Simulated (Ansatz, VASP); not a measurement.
## WSe2: VASP beside Ansatz

```
CELL_PARAMETERS angstrom
3.29000 0.00000 0.00000
-1.64500 2.84922 0.00000
0.00000 0.00000 12.97000
ATOMIC_POSITIONS crystal
W 0.33333 0.66667 0.25000
W 0.66667 0.33333 0.75000
Se 0.33333 0.66667 0.62100
Se 0.66667 0.33333 0.12100
Se 0.33333 0.66667 0.87900
Se 0.66667 0.33333 0.37900
```

Change from the starting cell: parallel moments scaled by 0.1, free total moment.

Alike in both runs: task single point; functional PBEsol; k mesh 8 × 8 × 2; occupations fermi-dirac, width 0.1 eV; collinear spin; Hubbard terms W d U = 6.2 eV.

|  | VASP | Ansatz |
| --- | --- | --- |
| version | VASP 6.6.1 | Ansatz 0.2.0 |
| potentials or method | VASP PAW PBE potentials, release 64 (W_sv, Se), cutoff 520 eV | PAW, plane waves, scalar-relativistic |
| valence electrons in the cell | 52 | 92 |

Ansatz gave:

| Property | Result |
| --- | --- |
| pressure (GPa) | -0.9 |
| traceless stress, the component that is largest in VASP (GPa) | 0.16 |
| rms of the force components (eV/Å) | 0.064 |
| net moment per atom (μB) | 0.00 |

Task: What did VASP give for the same quantities?

Result: Pressure (GPa): 3.5; traceless stress, the component that is largest in VASP (GPa): 1.39; rms of the force components (eV/Å): 0.226; net moment per atom (μB): 0.00.

VASP's potentials were made for PBE, not for PBEsol. The programs project onto different local orbitals, so the same U acts differently, and such runs can settle in different states. Atom by atom the forces differ by 0.290 eV/Å (rms over components). VASP's potentials hold 52 valence electrons a cell and Ansatz's 92, so a difference there can come from the potentials and not from the codes. Ansatz's warnings: seeded moment not kept.

Neither program's run includes spin-orbit coupling.
